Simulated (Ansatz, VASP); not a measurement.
**Two plane-wave programs on Ti**

The input INCAR:

```
SYSTEM = Ti
ALGO     = Fast           ! electronic algorithm
EDIFF    = 1E-6           ! SCF threshold, eV
ENCUT    = 520            ! plane-wave cutoff, eV
GGA      = CA             ! functional
ISIF     = 2              ! what is computed and relaxed
ISMEAR   = 0              ! smearing method
LASPH    = .TRUE.         ! aspherical terms in the spheres
LCHARG   = .FALSE.        ! write CHGCAR
LREAL    = .FALSE.        ! projectors in reciprocal space
LWAVE    = .FALSE.        ! write WAVECAR
NBANDS   = 12             ! bands
NELM     = 60             ! most SCF steps
PREC     = Accurate       ! precision mode
SIGMA    = 0.15           ! smearing width, eV
```

Contents of KPOINTS:

```
k-points
0
G
  22 22 22
  0 0 0
```

POSCAR

```
Ti
1.0
    0.0000000000      2.3952944875      1.5071192915
    2.3952944875      0.0000000000      1.5071192915
    2.3952944875      2.3952944875      0.0000000000
Ti
1
Direct
    0.0000000000      0.0000000000      0.0000000000
```

Input for Ansatz:

```yaml
crystal:
  lattice:
    - [0.0, 2.3952944875, 1.5071192915]
    - [2.3952944875, 0.0, 1.5071192915]
    - [2.3952944875, 2.3952944875, 0.0]
  atoms:
    - { symbol: Ti, position: [0.0, 0.0, 0.0] }
basis:
  ecutwfc: 520.0
kpoints:
  mp_grid: { grid: [22, 22, 22] }
hamiltonian:
  xc: lda
  pseudopotentials: { kind: paw, azcp: { folder: soft_1 } }
scf:
  occupations: { method: gaussian, width: 0.15 }
output:
  forces: true
  stress: true
  eigenvalues: true
```

Alike in both runs: task single point; functional LDA; k mesh 22 × 22 × 22; occupations gaussian, width 0.15 eV; no spin polarisation.

```csv
,VASP,Ansatz
version,VASP 6.6.1,Ansatz 0.2.0
potentials or method,"VASP PAW LDA potentials, release 64 (Ti_sv), cutoff 520 eV","scalar-relativistic, plane waves, PAW"
valence electrons in the cell,12,12
```

```tsv
	VASP	Ansatz	Ansatz less VASP
gap on the k mesh at the Fermi level (eV)	none	none	-
pressure (GPa)	-9.0	-8.9	+0.07
traceless stress, the component that is largest in VASP (GPa)	-1.32	-1.29	+0.037
```

Ansatz warns that its potentials were made for another functional, while VASP's fit it. LDA's correlation is that of Perdew and Zunger in VASP and of Perdew and Wang (1992) in Ansatz. A gap of «none» marks a metal or a gap that the smearing closes.
